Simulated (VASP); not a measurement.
# Pt in VASP: relaxation of the atoms with PBE

Aim: the relaxation of the atoms of Pt with PBE.

All numbers are computed with VASP 6.6.1; they aren't measurements. Logs are shortened: lines on timing, memory, paths and dates and some standing lists are left out, and cuts for length are marked.

### 1 The cell of the first run

The cell holds a slab with vacuum, 3 atoms: a = 2.807 Å, b = 2.807 Å, c = 18.970 Å, α = 90.00°, β = 90.00°, γ = 90.00°.

### 2 Relaxation of the atoms, PBE

The input, INCAR:

```
SYSTEM = Pt
PREC = Accurate ; ENCUT = 520
EDIFF = 1E-6 ; ISMEAR = 0
SIGMA = 0.1 ; LREAL = .False.
LASPH = .True. ; NELM = 100
ALGO = Normal ; ISIF = 2
LWAVE = .False. ; LCHARG = .False.
LDIPOL = .True. ; IDIPOL = 3
DIPOL = 0.5 0.5 0.500 ; GGA = PE
IBRION = 2 ; NSW = 80
EDIFFG = -0.02
```

The input, KPOINTS:

```
Automatic mesh
0
Gamma
  12 12 1
  0 0 0
```

The input, POSCAR:

```
Pt
1.0
    2.8072945026      0.0000000000      0.0000000000
    0.0000000000      2.8072945026      0.0000000000
    0.0000000000      0.0000000000     18.9701139592
Pt
3
Direct
    0.5000000000      0.5000000000      0.3953587214
    0.0000000000      0.0000000000      0.5000000000
    0.5000000000      0.5000000000      0.6046412786
```

Potentials or basis: VASP PAW PBE potentials, release 64 (Pt).

On the command line:

```sh
$ cat potpaw_PBE.64/Pt/POTCAR > POTCAR
$ mpirun -np 1 vasp_std > vasp.out
```

OUTCAR:

```text
SYSTEM = Pt
   PREC = Accurate
   ENCUT = 520
   EDIFF = 1E-6
   ISMEAR = 0
   LREAL = .False.
   LASPH = .True.
   NELM = 100
   ISIF = 2
   GGA = PE
   IBRION = 2
   NSW = 80
   EDIFFG = -0.02

 ion  position               nearest neighbor table
   1  0.500  0.500  0.395-   2 2.81   2 2.81   2 2.81   2 2.81
   2  0.000  0.000  0.500-   1 2.81   3 2.81   1 2.81   3 2.81   1 2.81   3 2.81   1 2.81   3 2.81

   3  0.500  0.500  0.605-   2 2.81   2 2.81   2 2.81   2 2.81

  LATTYP: Found a simple tetragonal cell.
 ALAT       =     2.8072945026
 C/A-ratio  =     6.7574363650

  Lattice vectors:

 A1 = (   2.8072945026,   0.0000000000,   0.0000000000)
 A2 = (   0.0000000000,   2.8072945026,   0.0000000000)
 A3 = (   0.0000000000,   0.0000000000,  18.9701139592)

Analysis of symmetry for initial positions (statically):
=====================================================================
 Subroutine PRICEL returns:
 Original cell was already a primitive cell.

 Routine SETGRP: Setting up the symmetry group for a
 simple tetragonal supercell.

 Subroutine GETGRP returns: Found 16 space group operations
 (whereof 16 operations were pure point group operations)
 out of a pool of 16 trial point group operations.

The static configuration has the point symmetry D_4h.

Analysis of symmetry for dynamics (positions and initial velocities):
=====================================================================
 Subroutine PRICEL returns:
 Original cell was already a primitive cell.

 Routine SETGRP: Setting up the symmetry group for a
 simple tetragonal supercell.

 Subroutine GETGRP returns: Found 16 space group operations
 (whereof 16 operations were pure point group operations)
 out of a pool of 16 trial point group operations.

The dynamic configuration has the point symmetry D_4h.

 Subroutine INISYM returns: Found 16 space group operations
 (whereof 16 operations are pure point group operations),
 and found     1 'primitive' translations

----------------------------------------------------------------------------------------

                                     Primitive cell

  volume of cell :     149.5016

  direct lattice vectors                    reciprocal lattice vectors
     2.807294503  0.000000000  0.000000000     0.356214854  0.000000000  0.000000000
     0.000000000  2.807294503  0.000000000     0.000000000  0.356214854  0.000000000
     0.000000000  0.000000000 18.970113959     0.000000000  0.000000000  0.052714496

  length of vectors
     2.807294503  2.807294503 18.970113959     0.356214854  0.356214854  0.052714496

  position of ions in fractional coordinates (direct lattice)
     0.500000000  0.500000000  0.395358721
     0.000000000  0.000000000  0.500000000
     0.500000000  0.500000000  0.604641279

  ion indices of the primitive-cell ions
   primitive index   ion index
                 1           1
                 2           2
                 3           3

----------------------------------------------------------------------------------------

 KPOINTS: Automatic mesh

Automatic generation of k-mesh.
 Grid dimensions read from file:
 generate k-points for:   12   12    1

 Generating k-lattice:

  Cartesian coordinates                     Fractional coordinates (reciprocal lattice)
     0.029684571  0.000000000  0.000000000     0.083333333  0.000000000  0.000000000
     0.000000000  0.029684571  0.000000000     0.000000000  0.083333333  0.000000000
     0.000000000  0.000000000  0.052714496     0.000000000  0.000000000  1.000000000

  Length of vectors
     0.029684571  0.029684571  0.052714496

  Shift w.r.t. Gamma in fractional coordinates (k-lattice)
     0.000000000  0.000000000  0.000000000

 Subroutine IBZKPT returns following result:
 ===========================================

 Found     28 irreducible k-points:

 Following reciprocal coordinates:
            Coordinates               Weight
  0.000000  0.000000  0.000000      1.000000
  0.083333  0.000000  0.000000      4.000000
  0.166667  0.000000  0.000000      4.000000
  0.250000  0.000000  0.000000      4.000000
  0.333333  0.000000  0.000000      4.000000
  0.416667  0.000000  0.000000      4.000000
[... 16 lines left out ...]
  0.333333  0.333333  0.000000      4.000000
  0.416667  0.333333  0.000000      8.000000
 [... further k-points ...]
   k-points           NKPTS =     28   k-points in BZ     NKDIM =     28   number of bands    NBANDS=     19
   number of dos      NEDOS =    301   number of ions     NIONS =      3
   total plane-waves  NPLWV =  82944
   dimension x,y,z NGX =    24 NGY =   24 NGZ =  144
   dimension x,y,z NGXF=    48 NGYF=   48 NGZF=  288
   ions per type =               3
   NGX,Y,Z   is equivalent  to a cutoff of  14.21, 14.21, 12.62 a.u.
   NGXF,Y,Z  is equivalent  to a cutoff of  28.43, 28.43, 25.24 a.u.
 SYSTEM =  Pt
   PREC   = accura    normal or accurate (medium, high low for compatibility)
   ISTART =      0    job   : 0-new  1-cont  2-samecut
   ICHARG =      2    charge: 1-file 2-atom 10-const
   ISPIN  =      1    spin polarized calculation?
   LNONCOLLINEAR =      F non collinear calculations
   LSORBIT =      F    spin-orbit coupling
   LASPH  =      T    aspherical Exc in radial PAW
   ENCUT  =  520.0 eV  38.22 Ry    6.18 a.u.   5.22  5.22 35.27*2*pi/ulx,y,z
   NELM   =    100;   NELMIN=  2; NELMDL= -5     # of ELM steps
   EDIFF  = 0.1E-05   stopping-criterion for ELM
   LREAL  =      F    real-space projection
   EDIFFG = -.2E-01   stopping-criterion for IOM
   NSW    =     80    number of steps for IOM
   IBRION =      2    ionic relax: 0-MD 1-quasi-New 2-CG
   NFREE  =      1    steps in history (QN), initial steepest desc. (CG)
   ISIF   =      2    stress and relaxation
   ISYM   =      2    0-nonsym 1-usesym 2-fastsym
   POTIM  = 0.5000    time-step for ionic-motion
   TEBEG  =    0.0;   TEEND  =   0.0 temperature during run
   PSTRESS=    0.0 pullay stress
   NELECT =      30.0000    total number of electrons
   NUPDOWN=      -1.0000    fix difference up-down
   EMIN   =  10.00;   EMAX   =-10.00  energy-range for DOS
   EFERMI =   0.00;   METHOD = LEGACY
   ISMEAR =     0;   SIGMA  =   0.10  broadening in eV -4-tet -1-fermi 0-gaus
   EFERMI_NEDOS =   21; number of points for ismear=-14 and -15
   IALGO  =     38    algorithm
   IMIX   =      4    mixing-type and parameters
     AMIX     =   0.40;   BMIX     =  1.00
     AMIX_MAG =   1.60;   BMIX_MAG =  1.00
  volume/ion in A,a.u.               =      49.83       336.30
  Fermi-wavevector in a.u.,A,eV,Ry     =   0.958444  1.811196 12.498507  0.918614
  Thomas-Fermi vector in A             =   2.087552
   LORBIT       =      0    0 simple, 1 ext, 2 COOP (PROOUT), +10 PAW based schemes
   GGA     = PE    functional components
   LHFCALC =     F    Hartree Fock is set to
   AEXX    =    0.0000 exact exchange contribution
   IVDW    =     0    specifies the selected vdW correction
   LEPSILON=     F    determine dielectric tensor
   LRPA    =     F    only Hartree local field effects (RPA)
 conjugate gradient relaxation of ions
 non-spin polarized calculation
 Gauss-broadening in eV      SIGMA  =   0.10
  energy-cutoff  :      520.00
  volume of cell :      149.50
 maximum number of plane-waves:      4063
 NGX is ok and might be reduce to    24
   NGX = 11   NGY = 11   NGZ = 71

--------------------------------------- Ionic step        1  -------------------------------------------

 number of electron      30.0000002 magnetization

 Free energy of the ion-electron system (eV)
  ---------------------------------------------------
  ext. energy  EPLUGINS =         0.00000000
  ---------------------------------------------------
  free energy    TOTEN  =       -16.48266334 eV

  energy without entropy =      -16.45411577  energy(sigma->0) =      -16.46838955

------------------------ aborting loop because EDIFF is reached ----------------------------------------

  FORCE on cell =-STRESS in cart. coord.  units (eV):
  Direction    XX          YY          ZZ          XY          YZ          ZX
  --------------------------------------------------------------------------------------
  -------------------------------------------------------------------------------------
  Total       -4.5371318     -4.5371318     -1.7840983      0.0000000      0.0000000      0.0000000
  in kB      -48.6234857    -48.6234857    -19.1198058      0.0000000      0.0000000      0.0000000
  external PRESSURE =     -38.7889257 kB  Pullay stress =       0.0000000 kB
[... 55 lines left out ...]
  FREE ENERGIE OF THE ION-ELECTRON SYSTEM (eV)
  ---------------------------------------------------
  free  energy   TOTEN  =       -16.4983689841 eV

  energy  without entropy=      -16.4704180414  energy(sigma->0) =      -16.48439351

 dipolmoment           0.000000      0.000000     -0.000000 electrons x Angstroem

--------------------------------------- Ionic step        3  -------------------------------------------

 number of electron      30.0000000 magnetization

------------------------ aborting loop because EDIFF is reached ----------------------------------------
[... 32 lines left out ...]
--------------------------------------- Ionic step        4  -------------------------------------------

 number of electron      30.0000001 magnetization

 dipolmoment           0.000000      0.000000      0.000000 electrons x Angstroem

 Free energy of the ion-electron system (eV)
  ---------------------------------------------------
  ext. energy  EPLUGINS =         0.00000000
  ---------------------------------------------------
  free energy    TOTEN  =       -16.51087800 eV

  energy without entropy =      -16.48318823  energy(sigma->0) =      -16.49703311

 E-fermi :  -0.6010     XC(G=0):  -5.0994

 val. band max:       -0.6323961204   @ k =   0.3333   0.1667   0.0000
 cond. band min:      -0.5984231082   @ k =   0.4167   0.1667   0.0000
 fundamental gap:      0.0339730122
 Fermi energy:        -0.6010476787

 k-point     1 :       0.0000    0.0000    0.0000
  band No.  band energies     occupation
      1      -9.4336      2.00000
      2      -6.9218      2.00000
      3      -6.7899      2.00000
      4      -6.5045      2.00000
      5      -5.1899      2.00000
      6      -4.2507      2.00000
[... 505 lines left out ...]
      6      -4.4486      2.00000
[... 11 lines left out ...]
     18       4.5792      0.00000
     19       5.5640      0.00000

 [... further k-points ...]

------------------------ aborting loop because EDIFF is reached ----------------------------------------

 vacuum level on the upper side and lower side of the slab       (xc-potential included)        -0.068        -0.068

  FORCE on cell =-STRESS in cart. coord.  units (eV):
  Direction    XX          YY          ZZ          XY          YZ          ZX
  --------------------------------------------------------------------------------------
  -------------------------------------------------------------------------------------
  Total       -3.2282219     -3.2282219     -0.0308461      0.0000000      0.0000000      0.0000000
  in kB      -34.5961737    -34.5961737     -0.3305716      0.0000000      0.0000000      0.0000000
  external PRESSURE =     -23.1743063 kB  Pullay stress =       0.0000000 kB
[... 18 lines left out ...]
  FREE ENERGIE OF THE ION-ELECTRON SYSTEM (eV)
  ---------------------------------------------------
  free  energy   TOTEN  =       -16.5108779999 eV

  energy  without entropy=      -16.4831882257  energy(sigma->0) =      -16.49703311

 reached required accuracy - stopping structural energy minimisation

 vacuum level on the upper side and lower side of the slab         5.064         5.064
```

It took 5 min on 1 thread of Intel Xeon Platinum 8259CL at 2.50GHz (Skylake/Cascade Lake), shared host; peak memory 0.3 GiB.

Results:

- Free energy: -16.5109 eV
- Energy gained by relaxing: 9.4 meV/atom
- Ionic steps: 4
- Largest force after relaxing: 0.003 eV/Å
- Band gap on the k mesh: zero (bands 15 and 16 overlap by 1.25 eV)

Forces in eV/Å, atoms in the order of the input:
```
Pt   0.000  0.000 -0.003
Pt   0.000  0.000  0.000
Pt   0.000  0.000  0.003
```

The path:
| step | energy change (eV) | largest force (eV/Å) | pressure (GPa) |
| --- | --- | --- | --- |
| 1 | 0.0000 | 0.4397 | -3.88 |
| 2 | -0.0157 | 0.2965 | -3.38 |
| 3 | -0.0280 | 0.0428 | -2.48 |
| 4 | -0.0282 | 0.0034 | -2.32 |

Final structure:
```
Pt
1.0
     2.80729    0.00000    0.00000
     0.00000    2.80729    0.00000
     0.00000    0.00000   18.97011
Pt
3
Direct
  0.50000 0.50000 0.39866
  0.00000 0.00000 0.50000
  0.50000 0.50000 0.60134
```

Caveat: spin-orbit coupling is left out, which moves the levels of the heavy elements.
